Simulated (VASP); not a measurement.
## Sn12SO23 (a cell with a defect): electric field gradients with PBE

The system is Sn12SO23 (a cell with a defect).

```
Sn S O
1.0
     4.78800    4.86658    0.00000
    -4.78800    4.86658    0.00000
     0.00000    0.00000    9.72269
Sn S O
12 1 23
Direct
  0.50000 0.00000 0.16667
  0.50000 0.00000 0.50000
  0.50000 0.00000 0.83333
  0.00000 0.50000 0.16667
  0.00000 0.50000 0.50000
  0.00000 0.50000 0.83333
  0.00000 0.00000 0.00000
  0.00000 0.00000 0.33333
  0.00000 0.00000 0.66667
  0.50000 0.50000 0.00000
  0.50000 0.50000 0.33333
  0.50000 0.50000 0.66667
  0.30645 0.01459 0.00000
  0.30645 0.01459 0.33333
  0.30645 0.01459 0.66667
  0.80645 0.51459 0.00000
  0.80645 0.51459 0.33333
  0.80645 0.51459 0.66667
  0.48541 0.69355 0.16667
  0.48541 0.69355 0.50000
  0.48541 0.69355 0.83333
  0.98541 0.19355 0.16667
  0.98541 0.19355 0.50000
  0.98541 0.19355 0.83333
  0.51459 0.30645 0.16667
  0.51459 0.30645 0.50000
  0.51459 0.30645 0.83333
  0.01459 0.80645 0.16667
  0.01459 0.80645 0.50000
  0.01459 0.80645 0.83333
  0.69355 0.98541 0.00000
  0.69355 0.98541 0.33333
  0.69355 0.98541 0.66667
  0.19355 0.48541 0.00000
  0.19355 0.48541 0.33333
  0.19355 0.48541 0.66667
```

| Property | Result |
| --- | --- |
| Program | VASP 6.6.1 |
| Task | electric field gradients |
| Functional | PBE |
| Potentials or basis | VASP PAW PBE potentials, release 64 (Sn_d, S, O) |
| Cutoff | 520 eV |
| k mesh | 3 × 3 × 2 |
| Occupations | fermi-dirac, width 0.01 eV |
| Spin | no spin polarisation |
| Dipole correction | no |
| Further INCAR settings | LREAL = Auto; ALGO = Normal; EDIFF = 1e-08; NBANDS = 180 |

The pressure is 7.4 GPa, the largest force is 7.933 eV/Å and the band gap on the k mesh is 0.93 eV.

Forces in eV/Å, atoms in the order of the input:
```
Sn   3.632  3.130  6.056
Sn  -0.081 -0.072  0.000
Sn   3.632  3.130 -6.056
Sn  -0.100 -0.061  0.139
Sn  -0.026 -0.024  0.000
Sn  -0.100 -0.061 -0.139
Sn  -5.262 -5.936  0.000
Sn  -0.001 -0.009  0.112
Sn  -0.001 -0.009 -0.112
Sn   0.095  0.167  0.000
Sn   0.033  0.036 -0.040
Sn   0.033  0.036  0.040
S   -2.502 -0.936  0.000
O    0.024 -0.069  0.195
O    0.024 -0.069 -0.195
O    0.075 -0.018  0.000
O    0.058 -0.031  0.019
O    0.058 -0.031 -0.019
O    0.331 -0.108  0.175
O    0.034  0.060  0.000
O    0.331 -0.108 -0.175
O   -0.148  0.099  0.236
O    0.050  0.029  0.000
O   -0.148  0.099 -0.236
O   -0.165  0.247  0.168
O   -0.036 -0.058  0.000
O   -0.165  0.247 -0.168
O    0.017 -0.265  0.255
O   -0.062 -0.045  0.000
O    0.017 -0.265 -0.255
O    0.657  0.730  0.000
O   -0.094  0.002 -0.089
O   -0.094  0.002  0.089
O   -0.037  0.060  0.000
O   -0.039  0.050 -0.018
O   -0.039  0.050  0.018
```

Stress tensor (GPa, compression positive):
```
6.96 4.97 0.00
4.97 6.83 0.00
0.00 0.00 8.50
```

Levels at points of the mesh, in eV from the valence-band top:
| k point | band 153 | band 154 | band 155 | band 156 | band 157 | band 158 | band 159 | band 160 |
| --- | --- | --- | --- | --- | --- | --- | --- | --- |
| (0.00, 0.00, 0.00) | -0.72 | -0.64 | -0.60 | 0.00 | 0.93 | 4.13 | 4.23 | 4.25 |
| (0.00, 0.00, 0.50) | -0.65 | -0.60 | -0.23 | -0.12 | 2.31 | 2.45 | 4.13 | 4.22 |

Electric field gradients, principal values (V/Å²):
```tsv
atom	least	middle	greatest (by size)
1 Sn	93.870	102.035	-195.905
2 Sn	7.855	44.982	-52.838
3 Sn	93.870	102.035	-195.905
4 Sn	7.379	46.271	-53.650
5 Sn	8.373	45.945	-54.319
6 Sn	7.379	46.271	-53.650
7 Sn	38.201	133.065	-171.265
8 Sn	8.308	46.208	-54.516
9 Sn	8.308	46.208	-54.516
10 Sn	10.513	44.096	-54.609
11 Sn	9.336	46.020	-55.357
12 Sn	9.336	46.020	-55.357
13 S	58.294	63.340	-121.634
14 O	44.182	65.794	-109.975
15 O	44.182	65.794	-109.975
16 O	49.505	63.234	-112.739
17 O	49.701	63.103	-112.804
18 O	49.701	63.103	-112.804
19 O	49.687	59.029	-108.716
20 O	48.969	63.888	-112.857
21 O	49.687	59.029	-108.716
22 O	45.087	64.190	-109.276
23 O	49.682	63.274	-112.956
24 O	45.087	64.190	-109.276
25 O	50.316	59.900	-110.216
26 O	49.100	63.841	-112.941
27 O	50.316	59.900	-110.216
28 O	44.193	64.250	-108.443
29 O	49.499	63.256	-112.755
30 O	44.193	64.250	-108.443
31 O	51.900	55.523	-107.423
32 O	50.713	63.463	-114.175
33 O	50.713	63.463	-114.175
34 O	48.262	61.790	-110.051
35 O	50.064	62.622	-112.686
36 O	50.064	62.622	-112.686
```

It took 2.1 min on 1 × NVIDIA H100 80GB with 1 thread of Intel(R) Xeon(R) Platinum 8481C CPU @ 2.70GHz (Sapphire Rapids), with other jobs on the host, peak memory 1.7 GiB.

Caveat: without QUAD_EFG the Cq values of the log hold for a quadrupole moment of 1 mb, not for the nuclei; spin-orbit coupling is left out, which moves the levels of the heavy elements.
